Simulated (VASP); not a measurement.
Input of a VASP 6.6.1 run:

Contents of INCAR:

```
PREC = Accurate ; ENCUT = 500
EDIFF = 1E-7 ; ISMEAR = 0
SIGMA = 0.1 ; LREAL = F
LASPH = T ; NELM = 120
ALGO = Normal ; ISIF = 3
LWAVE = F ; LCHARG = F
GGA = PE ; IBRION = 2
NSW = 90 ; EDIFFG = -0.04
GGA_COMPAT = F ; NELMIN = 4
```

Contents of KPOINTS:

```
Automatic mesh
0
Gamma
  4 4 4
```

File POSCAR:

```
SbS2
1.0
    4.7942499202     -2.7187387545      0.0000000000
    4.7942499202      2.7187387545      0.0000000000
    0.0000000000      0.0000000000      5.2950404683
Sb S
2 4
Direct
    0.7800000000      0.2200000000      0.7500000000
    0.2200000000      0.7800000000      0.2500000000
    0.8900000000      0.4500000000      0.2500000000
    0.5500000000      0.1100000000      0.2500000000
    0.4500000000      0.8900000000      0.7500000000
    0.1100000000      0.5500000000      0.7500000000
```

Potentials or basis: VASP PAW PBE potentials, release 64 (Sb_d_GW, S).

The run is started by

```bash
$ cat potpaw_PBE.64/Sb_d_GW/POTCAR potpaw_PBE.64/S/POTCAR > POTCAR
$ mpirun -np 1 vasp_std > vasp.out
```

Task: Predict the relaxed volume.

Result: 21.09 Å³/atom.

Task: Predict the space group after relaxing (to 0.1 Å).

Result: Cmcm (No. 63).

The path:
| step | energy change (eV) | largest force (eV/Å) | pressure (GPa) | volume (Å³) |
| --- | --- | --- | --- | --- |
| 1 | 0.0000 | 0.8585 | -8.58 | 138.03 |
| 2 | -0.7219 | 0.5775 | 2.44 | 114.86 |
| 3 | -0.7325 | 0.6243 | 0.91 | 116.91 |
| 4 | -0.8570 | 0.4880 | 1.16 | 116.87 |
| 5 | -1.0795 | 0.2788 | 3.51 | 116.57 |
| 6 | -1.1788 | 0.2354 | 0.48 | 121.90 |
| 7 | -1.1940 | 0.2343 | -1.11 | 125.28 |
| 8 | -1.2168 | 0.1734 | -0.82 | 125.88 |
| 9 | -1.2299 | 0.0932 | -0.35 | 126.64 |
| 10 | -1.2302 | 0.0806 | -0.27 | 126.76 |
| 11 | -1.2371 | 0.0413 | 0.19 | 126.10 |
| 12 | -1.2390 | 0.0201 | 0.58 | 125.57 |
| 13 | -1.2422 | 0.0357 | 0.02 | 126.54 |
